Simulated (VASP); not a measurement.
Crystal: SnSe2.

```xyz
3
Lattice="3.8252 0.0000 0.0000 -1.9126 3.3127 0.0000 0.0000 0.0000 6.2271" Properties=species:S:1:pos:R:3 pbc="T T T"
Sn    0.0000    0.0000    0.0000
Se    0.0000    2.2085    1.5759
Se    1.9126    1.1042    4.6511
```

Base run:

| Property | Result |
| --- | --- |
| Program | VASP 6.6.1 |
| Functional | PBE |
| Potentials or basis | VASP PAW PBE potentials, release 64 (Sn_d, Se) |
| Cutoff | 520 eV |
| k mesh | 6 × 6 × 4 |
| Occupations | gaussian, width 0.01 eV |
| Spin | no spin polarisation |

Its results: band gap on the k mesh 0.79 eV, indirect (least direct gap 1.12 eV); pressure 3.0 GPa; largest force 0.262 eV/Å.

Question: The run is repeated on the same cell with these changes: k mesh from 6 × 6 × 4 to 12 × 12 × 4. What comes out?

Answer: Band gap on the k mesh 0.74 eV, indirect (least direct gap 1.12 eV); pressure 3.0 GPa; largest force 0.275 eV/Å.

Caveats: spin-orbit coupling is left out, which moves the levels of the heavy elements; this functional lacks dispersion, which binds the layers, so the pressure and a relaxed spacing across them are unreliable.

A k mesh can miss the band edges.
